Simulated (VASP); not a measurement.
Set up this calculation in VASP 6.6.1, as the native input.

* Task: single point
* Functional: r2SCAN
* Potentials or basis: VASP PAW PBE potentials, release 64 (Li_sv)
* Cutoff: 520 eV
* k mesh: 10 × 10 × 10
* Occupations: fermi-dirac, width 0.1 eV
* Spin: no spin polarisation
* Dipole correction: no
* Further INCAR settings: ALGO = Normal; EDIFF = 1e-06; NBANDS = 10

The system is Li.

```
Li
1.0
     0.00000    2.88753    2.88753
     2.88753    0.00000    2.88753
     2.88753    2.88753    0.00000
Li
2
Direct
  0.12500 0.12500 0.12500
  0.87500 0.87500 0.87500
```

This cell differs from its parent crystal: volume scaled by 0.92.

These files were run (other wordings do the same):

POSCAR

```
Li
1.0
    0.0000000000      2.8875291873      2.8875291873
    2.8875291873      0.0000000000      2.8875291873
    2.8875291873      2.8875291873      0.0000000000
Li
2
Direct
    0.1250000000      0.1250000000      0.1250000000
    0.8750000000      0.8750000000      0.8750000000
```

INCAR.step1

```
PREC     = Accurate       # precision mode
ENCUT    = 520            # plane-wave cutoff, eV
ISMEAR   = -1             # smearing method
SIGMA    = 0.1            # smearing width, eV
LREAL    = False          # projectors in reciprocal space
LASPH    = True           # aspherical terms in the spheres
NELM     = 100            # most SCF steps
NBANDS   = 10             # bands
GGA      = PE             # functional
ALGO     = Normal         # electronic algorithm
EDIFF    = 1E-4           # SCF threshold, eV
LWAVE    = True           # write WAVECAR
LCHARG   = False          # write CHGCAR
```

INCAR.step2

```
PREC     = Accurate       # precision mode
ENCUT    = 520            # plane-wave cutoff, eV
EDIFF    = 1E-6           # SCF threshold, eV
ISMEAR   = -1             # smearing method
SIGMA    = 0.1            # smearing width, eV
LREAL    = False          # projectors in reciprocal space
LASPH    = True           # aspherical terms in the spheres
NELM     = 100            # most SCF steps
ALGO     = Normal         # electronic algorithm
ISIF     = 2              # what is computed and relaxed
LWAVE    = False          # write WAVECAR
LCHARG   = True           # write CHGCAR
METAGGA  = R2SCAN         # meta-GGA
LMIXTAU  = True         
LELF     = True           # ELF
LVHAR    = True         
NBANDS   = 10             # bands
ISTART   = 1
```

KPOINTS

```
regular mesh
0
Gamma
  10 10 10
```

Potentials or basis: VASP PAW PBE potentials, release 64 (Li_sv).

Launch:

```console
$ cat potpaw_PBE.64/Li_sv/POTCAR > POTCAR
$ cp INCAR.step1 INCAR
$ mpirun -np 1 vasp_std > vasp.out
$ cp INCAR.step2 INCAR
$ mpirun -np 1 vasp_std > vasp.out
```

It gave:

```
Band gap on the k mesh : zero (band 3 reaches 0.95 eV, above the bottom of band 4 at 0.24 eV)
```

It took 72 s on 1 thread of Intel(R) Xeon(R) 6975P-C (Granite Rapids), with other jobs on the host, peak memory 0.16 GiB.
